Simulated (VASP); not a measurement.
Input of a VASP 6.6.1 run:

POSCAR

```
Mo
1.0
   -1.5752131668      1.5437089035      1.5752131668
    1.5752131668     -1.5437089035      1.5752131668
    1.5752131668      1.5437089035     -1.5752131668
Mo
1
Direct
    0.0000000000      0.0000000000      0.0000000000
```

File INCAR.step1:

```
PREC = Accurate
ENCUT = 520
ISMEAR = 0
SIGMA = 0.15
LREAL = F
LASPH = T
NELM = 80
NBANDS = 13
GGA = PE
ALGO = Normal
EDIFF = 1E-4
LWAVE = T
LCHARG = F
```

INCAR.step2

```
PREC = Accurate
ENCUT = 520
EDIFF = 1E-6
ISMEAR = 0
SIGMA = 0.15
LREAL = F
LASPH = T
NELM = 80
ALGO = Normal
ISIF = 2
LWAVE = F
LCHARG = F
METAGGA = R2SCAN
LMIXTAU = T
NBANDS = 13
ISTART = 1
```

Contents of KPOINTS:

```
regular mesh
0
Gamma
  26 26 26
```

Potentials or basis: VASP PAW PBE potentials, release 64 (Mo_sv).

Launch:

```bash
$ cat potpaw_PBE.64/Mo_sv/POTCAR > POTCAR
$ cp INCAR.step1 INCAR
$ mpirun -np 1 vasp_std > vasp.out
$ cp INCAR.step2 INCAR
$ mpirun -np 1 vasp_std > vasp.out
```

Question: Predict the band gap on the k mesh.

Answer: Zero (bands 7 and 8 overlap by 5.63 eV).

Question: Estimate the pressure.

Answer: 7.1 GPa.

Stress tensor (GPa, compression positive):
```
 4.68  0.00  0.00
 0.00 12.06  0.00
 0.00  0.00  4.68
```

Caveat: the cell differs from its parent crystal (strain -0.0200 x Voigt [0, 1, 0, 0, 0, 0]); the stress differs along the axes, from 5 to 12 GPa; the PAW data sets were made with another functional, which shifts forces and pressure a little.
